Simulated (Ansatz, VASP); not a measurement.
KTaO3: VASP beside Ansatz

INCAR

```
ALGO = Normal
EDIFF = 1E-7
ENCUT = 520
GGA = PE
ISIF = 2
ISMEAR = 0
LASPH = True
LCHARG = True
LELF = True
LREAL = False
LVHAR = True
LWAVE = False
NBANDS = 27
NELM = 80
PREC = Accurate
SIGMA = 0.05
```

KPOINTS

```
k-points
0
Gamma
  8 8 8
```

File POSCAR:

```
KTaO3
1.0
    4.0384657601     -0.4321605426     -0.4321605426
   -0.4321605426      4.0384657601     -0.4321605426
   -0.4321605426     -0.4321605426      4.0384657601
K Ta O
1 1 3
Direct
    0.5000000000      0.5000000000      0.5000000000
    0.0000000000      0.0000000000      0.0000000000
    0.5000000000      0.0000000000      0.0000000000
    0.0000000000      0.5000000000      0.0000000000
    0.0000000000      0.0000000000      0.5000000000
```

Input for Ansatz:

```yaml
crystal:
  lattice:
    - [4.0384657601, -0.4321605426, -0.4321605426]
    - [-0.4321605426, 4.0384657601, -0.4321605426]
    - [-0.4321605426, -0.4321605426, 4.0384657601]
  atoms:
    - { symbol: K, position: [0.5, 0.5, 0.5] }
    - { symbol: Ta, position: [0.0, 0.0, 0.0] }
    - { symbol: O, position: [0.5, 0.0, 0.0] }
    - { symbol: O, position: [0.0, 0.5, 0.0] }
    - { symbol: O, position: [0.0, 0.0, 0.5] }
basis:
  ecutwfc: 420
kpoints:
  mp_grid: { grid: [8, 8, 8] }
hamiltonian:
  xc: pbe
scf:
  occupations: { method: gaussian, width: 0.05 }
output:
  forces: true
  stress: true
  eigenvalues: true
```

Alike in both runs: task single point; functional PBE; k mesh 8 × 8 × 8; occupations gaussian, width 0.05 eV; no spin polarisation.

```csv
,VASP,Ansatz
version,VASP 6.6.1,Ansatz 0.2.0
potentials or method,"VASP PAW PBE potentials, release 64 (K_sv, Ta_pv, O), cutoff 520 eV","scalar-relativistic, plane waves, PAW"
valence electrons in the cell,38,40
```

|  | VASP | Ansatz | Ansatz less VASP |
| --- | --- | --- | --- |
| gap on the k mesh at the Fermi level (eV) | 0.20 | 0.24 | +0.042 |
| least direct gap on the mesh (eV) | 0.43 | 0.47 | +0.039 |
| pressure (GPa) | 4.9 | 4.1 | -0.74 |
| traceless stress, the component that is largest in VASP (GPa) | 22.48 | 22.41 | -0.066 |

VASP's potentials hold 38 valence electrons a cell and Ansatz's 40, so a difference there can come from the potentials and not from the codes.

Spin-orbit coupling is off throughout.
